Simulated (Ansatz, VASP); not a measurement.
**One calculation of AlN, two programs**

```
Al N
1.0
    -0.01978    1.96811    1.96811
     1.96811   -0.01978    1.96811
     1.96811    1.96811   -0.01978
Al N
1 1
Direct
  0.00000 0.00000 0.00000
  0.50000 0.50000 0.50000
```

Change from the starting cell: equal xy, yz and zx shear strains of -1 %.

Alike in both runs: task single point; functional LDA; k mesh 10 × 10 × 10; occupations fermi-dirac, width 0.02 eV; no spin polarisation.

|  | VASP | Ansatz |
| --- | --- | --- |
| version | VASP 6.6.1 | Ansatz 0.2.0 |
| potentials or method | VASP PAW LDA potentials, release 64 (Al, N), cutoff 520 eV | all-electron LAPW, scalar-relativistic |

Ansatz gave:

* gap on the k mesh at the Fermi level (eV): 4.78
* pressure (GPa): 12.5
* traceless stress, the component that is largest in VASP (GPa): 3.40

Estimate VASP's values.

gap on the k mesh at the Fermi level (eV): 4.77; pressure (GPa): 13.3; traceless stress, the component that is largest in VASP (GPa): 3.40.

LDA's correlation is that of Perdew and Zunger in VASP and of Perdew and Wang (1992) in Ansatz. Ansatz ran all-electron here, and VASP with PAW potentials.
